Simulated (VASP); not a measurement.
# Ca (Im-3m) in VASP: further runs

The runs below take Ca through single point, with PBEsol, LDA, PBE.

Program: VASP 6.6.1. These are calculated values, not measurements. Logs are shortened: lines on timing, memory, paths and dates and some standing lists are left out, and cuts for length are marked.

## 1. The cell of the first run

Symmetry: Im-3m, No. 229, cubic system. The conventional cell has a = 4.176 Å, b = 4.176 Å, c = 4.176 Å, α = 90.00°, β = 90.00°, γ = 90.00°. Ca (site symmetry m-3m) has 14 Ca at 3.62 to 4.18 Å within 4.8 Å.

## 2. Single point, PBEsol

The input, INCAR:

```
SYSTEM = Ca
PREC = Accurate
ENCUT = 520
EDIFF = 1E-6
ISMEAR = -1
SIGMA = 0.05
LREAL = .False.
LASPH = .True.
NELM = 60
ALGO = Normal
ISIF = 2
LWAVE = .False.
LCHARG = .True.
GGA = PS
LELF = .True.
LVHAR = .True.
NBANDS = 11
```

The input, KPOINTS:

```
Automatic mesh
0
Gamma
  8 8 8
  0 0 0
```

The input, POSCAR:

```
Ca
1.0
   -2.0882417471      2.0882417471      2.0882417471
    2.0882417471     -2.0882417471      2.0882417471
    2.0882417471      2.0882417471     -2.0882417471
Ca
1
Direct
    0.0000000000      0.0000000000      0.0000000000
```

Potentials or basis: VASP PAW PBE potentials, release 64 (Ca_sv).

The run is started by

```
$ cat potpaw_PBE.64/Ca_sv/POTCAR > POTCAR
$ mpirun -np 1 vasp_std > vasp.out
```

OUTCAR:

```text
SYSTEM = Ca
   PREC = Accurate
   ENCUT = 520
   EDIFF = 1E-6
   ISMEAR = -1
   LREAL = .False.
   LASPH = .True.
   NELM = 60
   ISIF = 2
   GGA = PS

 ion  position               nearest neighbor table
   1  0.000  0.000  0.000-

  LATTYP: Found a body centered cubic cell.
 ALAT       =     4.1764834942

  Lattice vectors:

 A1 = (  -2.0882417471,   2.0882417471,   2.0882417471)
 A2 = (   2.0882417471,  -2.0882417471,   2.0882417471)
 A3 = (   2.0882417471,   2.0882417471,  -2.0882417471)

Analysis of symmetry for initial positions (statically):
=====================================================================
 Subroutine PRICEL returns:
 Original cell was already a primitive cell.

 Routine SETGRP: Setting up the symmetry group for a
 body centered cubic supercell.

 Subroutine GETGRP returns: Found 48 space group operations
 (whereof 48 operations were pure point group operations)
 out of a pool of 48 trial point group operations.

The static configuration has the point symmetry O_h .

Analysis of symmetry for dynamics (positions and initial velocities):
=====================================================================
 Subroutine PRICEL returns:
 Original cell was already a primitive cell.

 Routine SETGRP: Setting up the symmetry group for a
 body centered cubic supercell.

 Subroutine GETGRP returns: Found 48 space group operations
 (whereof 48 operations were pure point group operations)
 out of a pool of 48 trial point group operations.

The dynamic configuration has the point symmetry O_h .

 Subroutine INISYM returns: Found 48 space group operations
 (whereof 48 operations are pure point group operations),
 and found     1 'primitive' translations

----------------------------------------------------------------------------------------

                                     Primitive cell

  volume of cell :      36.4252

  direct lattice vectors                    reciprocal lattice vectors
    -2.088241747  2.088241747  2.088241747     0.000000000  0.239435880  0.239435880
     2.088241747 -2.088241747  2.088241747     0.239435880  0.000000000  0.239435880
     2.088241747  2.088241747 -2.088241747     0.239435880  0.239435880  0.000000000

  length of vectors
     3.616940804  3.616940804  3.616940804     0.338613469  0.338613469  0.338613469

  position of ions in fractional coordinates (direct lattice)
     0.000000000  0.000000000  0.000000000

[... 73 lines left out ...]
   ENCUT  =  520.0 eV  38.22 Ry    6.18 a.u.   6.73  6.73  6.73*2*pi/ulx,y,z
   NELM   =     60;   NELMIN=  2; NELMDL= -5     # of ELM steps
   EDIFF  = 0.1E-05   stopping-criterion for ELM
   LREAL  =      F    real-space projection
   EDIFFG = 0.1E-04   stopping-criterion for IOM
   NSW    =      0    number of steps for IOM
   IBRION =     -1    ionic relax: 0-MD 1-quasi-New 2-CG
   NFREE  =      0    steps in history (QN), initial steepest desc. (CG)
   ISIF   =      2    stress and relaxation
   ISYM   =      2    0-nonsym 1-usesym 2-fastsym
   POTIM  = 0.5000    time-step for ionic-motion
   TEBEG  =    0.0;   TEEND  =   0.0 temperature during run
   PSTRESS=    0.0 pullay stress
   NELECT =      10.0000    total number of electrons
   NUPDOWN=      -1.0000    fix difference up-down
   EMIN   =  10.00;   EMAX   =-10.00  energy-range for DOS
   EFERMI =   0.00;   METHOD = LEGACY
   ISMEAR =    -1;   SIGMA  =   0.05  broadening in eV -4-tet -1-fermi 0-gaus
   EFERMI_NEDOS =   21; number of points for ismear=-14 and -15
   IALGO  =     38    algorithm
   IMIX   =      4    mixing-type and parameters
     AMIX     =   0.40;   BMIX     =  1.00
     AMIX_MAG =   1.60;   BMIX_MAG =  1.00
  volume/ion in A,a.u.               =      36.43       245.81
  Fermi-wavevector in a.u.,A,eV,Ry     =   1.063998  2.010664 15.403037  1.132091
  Thomas-Fermi vector in A             =   2.199501
   LORBIT       =      0    0 simple, 1 ext, 2 COOP (PROOUT), +10 PAW based schemes
   GGA     = PS    functional components
   LHFCALC =     F    Hartree Fock is set to
   AEXX    =    0.0000 exact exchange contribution
   IVDW    =     0    specifies the selected vdW correction
   LEPSILON=     F    determine dielectric tensor
   LRPA    =     F    only Hartree local field effects (RPA)
 non-spin polarized calculation
  energy-cutoff  :      520.00
  volume of cell :       36.43
 maximum number of plane-waves:       992
   NGX = 13   NGY = 13   NGZ = 13

 number of electron      10.0000002 magnetization

 Free energy of the ion-electron system (eV)
  ---------------------------------------------------
  ext. energy  EPLUGINS =         0.00000000
  ---------------------------------------------------
  free energy    TOTEN  =        -2.09888126 eV

  energy without entropy =       -2.08957748  energy(sigma->0) =       -2.09422937

 E-fermi :   2.5196     XC(G=0):  -8.2878

 val. band max:        2.5190003947   @ k =   0.5000   0.5000   0.2500
 cond. band min:       2.5279974906   @ k =   0.5000   0.5000   0.3750
 fundamental gap:      0.0089970958
 Fermi energy:         2.5196274389

 k-point     1 :       0.0000    0.0000    0.0000
  band No.  band energies     occupation
      1     -38.9670      2.00000
      2     -19.9307      2.00000
      3     -19.9307      2.00000
      4     -19.9307      2.00000
      5      -1.7865      2.00000
      6       5.0480      0.00000
      7       5.0480      0.00000
      8       5.0480      0.00000
      9       6.2902      0.00000
     10       6.2902      0.00000
     11      13.5311      0.00000
[... 309 lines left out ...]
 k-point    24 :      -0.3750    0.3750    0.2500
  band No.  band energies     occupation
      1     -38.9297      2.00000
      2     -20.1108      2.00000
      3     -20.0434      2.00000
      4     -20.0200      2.00000
      5       1.5167      2.00000
      6       3.2150      0.00000
      7       4.9070      0.00000
      8       5.1372      0.00000
      9       6.4631      0.00000
     10       6.8064      0.00000
     11       9.8708      0.00000

 [... further k-points ...]
[... 5 lines left out ...]
  --------------------------------------------------------------------------------------
  -------------------------------------------------------------------------------------
  Total        0.4564911      0.4564911      0.4564911     -0.0000000      0.0000000     -0.0000000
  in kB       20.0789297     20.0789297     20.0789297     -0.0000000      0.0000000     -0.0000000
  external PRESSURE =      20.0789297 kB  Pullay stress =       0.0000000 kB

 VOLUME and BASIS-vectors are now :
 -----------------------------------------------------------------------------
  energy-cutoff  :      520.00
  volume of cell :       36.43
      direct lattice vectors                 reciprocal lattice vectors
    -2.088241747  2.088241747  2.088241747     0.000000000  0.239435880  0.239435880
     2.088241747 -2.088241747  2.088241747     0.239435880  0.000000000  0.239435880
     2.088241747  2.088241747 -2.088241747     0.239435880  0.239435880  0.000000000

 POSITION                                       TOTAL-FORCE (eV/Angst)
 -----------------------------------------------------------------------------------
      0.00000      0.00000      0.00000         0.000000      0.000000     -0.000000
 -----------------------------------------------------------------------------------
    total drift:                               -0.000000     -0.000000     -0.000000

  FREE ENERGIE OF THE ION-ELECTRON SYSTEM (eV)
  ---------------------------------------------------
  free  energy   TOTEN  =        -2.0988812645 eV

  energy  without entropy=       -2.0895774825  energy(sigma->0) =       -2.09422937
```

OSZICAR:

```text
N       E                     dE             d eps       ncg     rms          rms(c)
DAV:   1     0.653827771744E+02    0.65383E+02   -0.51563E+03   646   0.849E+02
DAV:   2    -0.652413814609E+00   -0.66035E+02   -0.65567E+02   698   0.212E+02
DAV:   3    -0.204071748505E+01   -0.13883E+01   -0.13592E+01   934   0.302E+01
DAV:   4    -0.211461349685E+01   -0.73896E-01   -0.73361E-01   847   0.544E+00
DAV:   5    -0.211539123066E+01   -0.77773E-03   -0.77755E-03   869   0.521E-01    0.213E+00
DAV:   6    -0.210358420079E+01    0.11807E-01   -0.91814E-03   796   0.108E+00    0.128E+00
DAV:   7    -0.209907545646E+01    0.45087E-02   -0.15249E-02   766   0.143E+00    0.882E-02
DAV:   8    -0.209887077253E+01    0.20468E-03   -0.12261E-03   791   0.320E-01    0.174E-02
DAV:   9    -0.209888030339E+01   -0.95309E-05   -0.51522E-05   795   0.661E-02    0.611E-03
DAV:  10    -0.209888165478E+01   -0.13514E-05   -0.50238E-06   980   0.169E-02    0.784E-04
DAV:  11    -0.209888126448E+01    0.39030E-06   -0.20673E-07   456   0.509E-03
   1 F= -.20988813E+01 E0= -.20942294E+01  d E =-.930378E-02
```

stdout:

```text
POSCAR found type information on POSCAR Ca
 POSCAR found :  1 types and       1 ions
 scaLAPACK will be used
 -----------------------------------------------------------------------------
|                                                                             |
|                                                                             |
|     You enforced a specific xc type in the INCAR file but a different       |
|     I HOPE YOU KNOW WHAT YOU ARE DOING!                                     |
|                                                                             |
 -----------------------------------------------------------------------------

 LDA part: xc-table for (Slater+PW92), standard interpolation
 POSCAR, INCAR and KPOINTS ok, starting setup
 FFT: planning ... GRIDC
 FFT: planning ... GRID_SOFT
 FFT: planning ... GRID
 WAVECAR not read
 entering main loop
```

It took 7.4 s on 1 thread of Intel Xeon Platinum 8488C (Sapphire Rapids), shared host; peak memory 0.15 GiB.

Results:

| Property | Result |
| --- | --- |
| Free energy | -2.0989 eV |
| Pressure | 2.0 GPa |
| Band gap on the k mesh | zero (band 5 reaches 2.92 eV, above the bottom of band 6 at 2.41 eV) |

Caveat: the PAW data sets were made with another functional, which shifts forces and pressure a little.

## 3. Single point, LDA

This run uses another cell than the first one, of 37.52 Å³/atom, 1.030 times its volume.

The input, INCAR:

```
  PREC = Accurate
  ENCUT = 520
  EDIFF = 1E-6
  ISMEAR = -1
  SIGMA = 0.05
  LREAL = F
  LASPH = T
  NELM = 60
  ALGO = Normal
  ISIF = 2
  LWAVE = F
  LCHARG = F
  GGA = CA
  NBANDS = 11
```

The input, KPOINTS:

```
Automatic mesh
0
Gamma
  8 8 8
```

The input, POSCAR:

```
Ca
1.0
   -2.1090268204      2.1090268204      2.1090268204
    2.1090268204     -2.1090268204      2.1090268204
    2.1090268204      2.1090268204     -2.1090268204
Ca
1
Direct
    0.0000000000      0.0000000000      0.0000000000
```

Potentials or basis: VASP PAW LDA potentials, release 64 (Ca_sv).

The run is started by

```
$ cat potpaw_LDA.64/Ca_sv/POTCAR > POTCAR
$ mpirun -np 1 vasp_std > vasp.out
```

Wall time 6 s (1 thread of Intel Xeon Platinum 8488C (Sapphire Rapids), shared host); peak memory 0.14 GiB.

The run converged. Its results:

* Free energy: -2.1999 eV
* Pressure: 0.0 GPa
* Band gap on the k mesh: zero (band 5 reaches 2.66 eV, above the bottom of band 6 at 2.18 eV)

Levels at points of the mesh, in eV from the Fermi level:
```tsv
k point	band 1	band 2	band 3	band 4	band 5	band 6	band 7	band 8	band 9	band 10
(0.00, 0.00, 0.00)	-41.29	-22.47	-22.47	-22.47	-4.24	2.37	2.37	2.37	3.58	3.58
(0.50, 0.00, 0.00)	-41.26	-22.70	-22.55	-22.47	-0.99	0.19	1.29	3.48	3.89	4.78
(0.50, 0.50, 0.50)	-41.24	-22.63	-22.63	-22.63	-0.10	-0.10	4.45	4.45	4.45	4.51
```

(Part 1 of 2 ends here.)
